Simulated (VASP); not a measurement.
Write the native input for VASP 6.6.1 that does the following.

| Property | Result |
| --- | --- |
| Task | single point |
| Functional | PBE |
| Potentials or basis | VASP PAW PBE potentials, release 64 (Mg, I) |
| Cutoff | 520 eV |
| k mesh | 6 × 6 × 6 |
| Occupations | gaussian, width 0.1 eV |
| Spin | no spin polarisation |
| Dipole correction | no |
| Further INCAR settings | ALGO = Normal; EDIFF = 1e-06; NBANDS = 31 |

The structure of Mg3I2 lies in POSCAR:

```
Mg3I2
1.0
    3.7925186812      2.1896116815      7.8130020686
   -3.7925186812      2.1896116815      7.8130020686
    0.0000000000     -4.3792233630      7.8130020686
Mg I
6 4
Direct
    0.4806837064      0.0193162936      0.2500000000
    0.2500000000      0.4806837064      0.0193162936
    0.0193162936      0.2500000000      0.4806837064
    0.5193162936      0.9806837064      0.7500000000
    0.7500000000      0.5193162936      0.9806837064
    0.9806837064      0.7500000000      0.5193162936
    0.4002617383      0.4002617383      0.4002617383
    0.0997382617      0.0997382617      0.0997382617
    0.5997382617      0.5997382617      0.5997382617
    0.9002617383      0.9002617383      0.9002617383
```

These files were run (other wordings do the same):

INCAR

```
SYSTEM = Mg3I2
ALGO = Normal
EDIFF = 1E-6
ENCUT = 520
GGA = PE
ISIF = 2
ISMEAR = 0
LASPH = .TRUE.
LCHARG = .FALSE.
LREAL = .FALSE.
LWAVE = .FALSE.
NBANDS = 31
NELM = 80
PREC = Accurate
SIGMA = 0.1
```

KPOINTS

```
k-points
0
G
  6 6 6
  0 0 0
```

Potentials or basis: VASP PAW PBE potentials, release 64 (Mg, I).

The run is started by

```bash
$ cat potpaw_PBE.64/Mg/POTCAR potpaw_PBE.64/I/POTCAR > POTCAR
$ mpirun -np 1 vasp_std > vasp.out
```

Results of the run:

| Property | Result |
| --- | --- |
| Pressure | 0.0 GPa |
| Band gap on the k mesh | zero (bands 20 and 21 overlap by 0.29 eV) |

Caveat: spin-orbit coupling is left out, which moves the levels of the heavy elements.

Run time: 8.2 min on 1 thread of Intel(R) Xeon(R) Platinum 8488C (Sapphire Rapids), on a shared host, peak memory 0.86 GiB.
